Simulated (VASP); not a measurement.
Input of a VASP 6.6.1 run:

INCAR

```
SYSTEM = Si
  PREC = Accurate
  ENCUT = 520
  EDIFF = 1E-6
  ISMEAR = -1
  SIGMA = 0.05
  LREAL = .FALSE.
  LASPH = .TRUE.
  NELM = 100
  ALGO = Normal
  ISIF = 2
  LWAVE = .FALSE.
  LCHARG = .FALSE.
  GGA = RE
  IVDW = 12
  NBANDS = 11
```

Contents of KPOINTS:

```
Automatic mesh
0
G
  8 8 8
  0 0 0
```

File POSCAR:

```
Si
1.0
    0.0000000000      2.7218511865      2.7218511865
    2.7218511865      0.0000000000      2.7218511865
    2.7218511865      2.7218511865      0.0000000000
Si
2
Direct
    0.5000000000      0.5000000000      0.5000000000
    0.7500000000      0.7500000000      0.7500000000
```

Potentials or basis: VASP PAW PBE potentials, release 64 (Si).

Launch:

```sh
$ cat potpaw_PBE.64/Si/POTCAR > POTCAR
$ mpirun -np 1 vasp_std > vasp.out
```

Question: What does it give for the dispersion energy per atom?

Answer: -0.610 eV.

Question: What does it give for the band gap on the k mesh?

Answer: 0.67 eV, indirect (least direct gap 2.57 eV).

 A hybrid or GW would open this gap; revPBE tends to underestimate it.
